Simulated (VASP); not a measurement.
The system is NaF.

```
Na F
1.0
     0.00000    2.31500    2.31500
     2.31500    0.00000    2.31500
     2.31500    2.31500    0.00000
Na F
1 1
Direct
  0.00000 0.00000 0.00000
  0.50000 0.50000 0.50000
```

- Program: VASP 6.6.1
- Task: relaxation of cell and atoms
- Functional: PBE
- Potentials or basis: VASP PAW PBE potentials, release 64 (Na_pv, F)
- Cutoff: 600 eV
- k mesh: 8 × 8 × 8
- Occupations: gaussian, width 0.02 eV
- Spin: no spin polarisation

At the start: pressure 2.1 GPa; volume 12.41 Å³/atom.

Question: Where does the relaxation end?

Answer: Over 4 steps the energy falls by 3.3 meV/atom and the volume is 12.94 Å³/atom (+4.3 %); space group Fm-3m (No. 225, to 0.1 Å) before and after.

The path:
| step | energy change (eV) | largest force (eV/Å) | pressure (GPa) | volume (Å³) |
| --- | --- | --- | --- | --- |
| 1 | 0.0000 | 0.0000 | 2.06 | 24.81 |
| 2 | -0.0052 | 0.0000 | 0.88 | 25.39 |
| 3 | -0.0065 | 0.0000 | -0.08 | 25.92 |
| 4 | -0.0065 | 0.0000 | 0.01 | 25.88 |

Final structure:
```cif
data_structure
_symmetry_space_group_name_H-M 'P 1'
_symmetry_Int_Tables_number 1
_cell_length_a 3.3200
_cell_length_b 3.3200
_cell_length_c 3.3200
_cell_angle_alpha 60.000
_cell_angle_beta 60.000
_cell_angle_gamma 60.000
_cell_volume 25.88
loop_
_atom_site_label
_atom_site_type_symbol
_atom_site_fract_x
_atom_site_fract_y
_atom_site_fract_z
_atom_site_occupancy
Na1 Na 0.00000 0.00000 0.00000 1
F1 F 0.50000 0.50000 0.50000 1
```
